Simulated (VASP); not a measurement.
# AlN: single point with PBEsol

AlN:

```
CELL_PARAMETERS angstrom
3.14211 0.00000 0.00000
-1.57106 2.72115 0.00000
0.00000 0.00000 4.97800
ATOMIC_POSITIONS crystal
Al 0.33333 0.66667 0.00000
Al 0.66667 0.33333 0.50000
N 0.33333 0.66667 0.38500
N 0.66667 0.33333 0.88500
```

This cell differs from its parent crystal: equal xx and yy strain of +1 %.

```json
{
  "Program": "VASP 6.6.1",
  "Task": "single point",
  "Functional": "PBEsol",
  "Potentials or basis": "VASP PAW PBE potentials, release 64 (Al, N)",
  "Cutoff": "520 eV",
  "k mesh": "10 × 10 × 6",
  "Occupations": "fermi-dirac, width 0.03 eV",
  "Spin": "no spin polarisation"
}
```

```yaml
Pressure: -3.5 GPa
Largest_force: 0.071 eV/Å
Band_gap_on_the_k_mesh: 3.89 eV, direct
```

Forces on the atoms (eV/Å):
```
Al   0.000  0.000  0.071
Al   0.000  0.000  0.071
N    0.000  0.000 -0.071
N    0.000  0.000 -0.071
```

Stress tensor (GPa, compression positive):
```
-4.27  0.00  0.00
 0.00 -4.27  0.00
 0.00  0.00 -2.10
```

Levels at points of the mesh, in eV from the valence-band top:
```tsv
k point	band 4	band 5	band 6	band 7	band 8	band 9	band 10	band 11	band 12	band 13
(0.00, 0.00, 0.00)	-1.01	-1.01	-0.33	-0.33	0.00	3.89	6.23	10.36	10.72	10.72
(0.50, 0.00, 0.00)	-4.22	-3.40	-2.22	-1.83	-0.79	5.48	5.64	7.84	9.96	10.59
(0.00, 0.00, 0.50)	-3.35	-0.68	-0.68	-0.68	-0.68	6.12	6.12	10.02	10.02	11.04
(0.50, 0.00, 0.50)	-5.68	-1.59	-1.59	-1.39	-1.39	5.07	5.07	8.93	8.93	11.47
```

Wall time 12 s on 1 thread of AMD EPYC 9R45 96-Core Processor (Zen 5) (shared host), peak memory 0.14 GiB.

Caveat: the cell differs from its parent crystal (equal xx and yy strain of +1 %); the PAW data sets were made with another functional, which shifts forces and pressure a little.
